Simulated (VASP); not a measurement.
CdTe, 2 atoms in the cell. Symmetry: F-43m, No. 216, cubic system. Conventional cell: a = 6.617 Å, b = 6.617 Å, c = 6.617 Å, α = 90.00°, β = 90.00°, γ = 90.00°. Cd (site symmetry -43m) has 4 Te at 2.87 Å within 3.8 Å. Within 3.8 Å of Te (site symmetry -43m) lie 4 Cd at 2.87 Å. 

| Property | Result |
| --- | --- |
| Program | VASP 6.6.1 |
| Task | single point |
| Functional | PBE |
| Potentials or basis | VASP PAW PBE potentials, release 64 (Cd, Te) |
| Cutoff | 520 eV |
| k mesh | 8 × 8 × 8 |
| Occupations | gaussian, width 0.02 eV |
| Spin | no spin polarisation |
| Dipole correction | no |
| Further INCAR settings | ALGO = Normal; EDIFF = 1e-07; NBANDS = 16 |

Potentials or basis: VASP PAW PBE potentials, release 64 (Cd, Te).

The run is started by

```console
$ cat potpaw_PBE.64/Cd/POTCAR potpaw_PBE.64/Te/POTCAR > POTCAR
$ mpirun -np 1 vasp_std > vasp.out
```

Hardware: 1 thread of Intel(R) Xeon(R) 6975P-C (Granite Rapids) (shared host).

Problem. Estimate the wall time of this run.

Solution. It took 15 s on 1 thread of Intel(R) Xeon(R) 6975P-C (Granite Rapids), with other jobs on the host, peak memory 0.21 GiB. Counts: scf iterations 15, k points 29.
